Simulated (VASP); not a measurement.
Write the native input for VASP 6.6.1 that does the following.

| Quantity | Value |
| --- | --- |
| Task | single point |
| Functional | PBEsol |
| Potentials or basis | VASP PAW PBE potentials, release 64 (Ga_d) |
| Cutoff | 520 eV |
| k mesh | 8 × 8 × 8 |
| Occupations | gaussian, width 0.1 eV |
| Spin | no spin polarisation |
| Dipole correction | no |
| Further INCAR settings | ALGO = Fast; EDIFF = 1e-07; NBANDS = 48 |

The structure of Ga lies in POSCAR:

```
Ga
1.0
   -3.0137078341      3.0137078341      3.0137078341
    3.0137078341     -3.0137078341      3.0137078341
    3.0137078341      3.0137078341     -3.0137078341
Ga
6
Direct
    0.2500000000      0.6250000000      0.3750000000
    0.3750000000      0.2500000000      0.6250000000
    0.7500000000      0.8750000000      0.1250000000
    0.1250000000      0.7500000000      0.8750000000
    0.6250000000      0.3750000000      0.2500000000
    0.8750000000      0.1250000000      0.7500000000
```

This cell differs from its parent crystal: volume scaled by 1.03.

One way to write it, as run:

INCAR

```
  PREC = Accurate
  ENCUT = 520
  EDIFF = 1E-7
  ISMEAR = 0
  SIGMA = 0.1
  LREAL = False
  LASPH = True
  NELM = 100
  ALGO = Fast
  ISIF = 2
  LWAVE = False
  LCHARG = False
  GGA = PS
  NBANDS = 48
```

KPOINTS

```
regular mesh
0
Gamma
  8 8 8
```

Potentials or basis: VASP PAW PBE potentials, release 64 (Ga_d).

Run with:

```bash
$ cat potpaw_PBE.64/Ga_d/POTCAR > POTCAR
$ mpirun -np 1 vasp_std > vasp.out
```

Results of the run:

```yaml
Pressure: -1.6 GPa
Band_gap_on_the_k_mesh: zero (band 39 reaches 7.50 eV, above the bottom of band 40 at 3.71 eV)
```

Caveat: the PAW data sets were made with another functional, which shifts forces and pressure a little.

It took 81 s on 1 thread of Intel(R) Xeon(R) 6975P-C (Granite Rapids) (shared host), peak memory 0.29 GiB.
